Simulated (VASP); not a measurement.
Pb, 1 atom in the cell. The structure is cubic, space group Im-3m (No. 229). Conventional cell: a = 3.994 Å, b = 3.994 Å, c = 3.994 Å, α = 90.00°, β = 90.00°, γ = 90.00°. Pb (site symmetry m-3m) has 14 Pb at 3.46 to 3.99 Å within 4.5 Å. This isn't the form of Pb at room conditions, which is fcc. This cell differs from its parent crystal: strained.

```yaml
Program: VASP 6.6.1
Task: single point
Functional: PBE
Potentials_or_basis: VASP PAW PBE potentials, release 64 (Pb_d)
Cutoff: 520 eV
k_mesh: 16 × 16 × 16
Occupations: gaussian, width 0.1 eV
Spin: no spin polarisation
Dipole_correction: no
Further_INCAR_settings: ALGO = Normal; EDIFF = 1e-06; NBANDS = 13
```

Potentials or basis: VASP PAW PBE potentials, release 64 (Pb_d).

Launch:

```sh
$ cat potpaw_PBE.64/Pb_d/POTCAR > POTCAR
$ mpirun -np 1 vasp_std > vasp.out
```

Hardware: 1 thread of AMD EPYC 9R45 (Zen 5), on a shared host.

Problem. Estimate the wall time of this run.

Solution. It took 28 s on 1 thread of AMD EPYC 9R45 (Zen 5), with other jobs on the host, peak memory 0.16 GiB. Counts: scf iterations 10, k points 145.
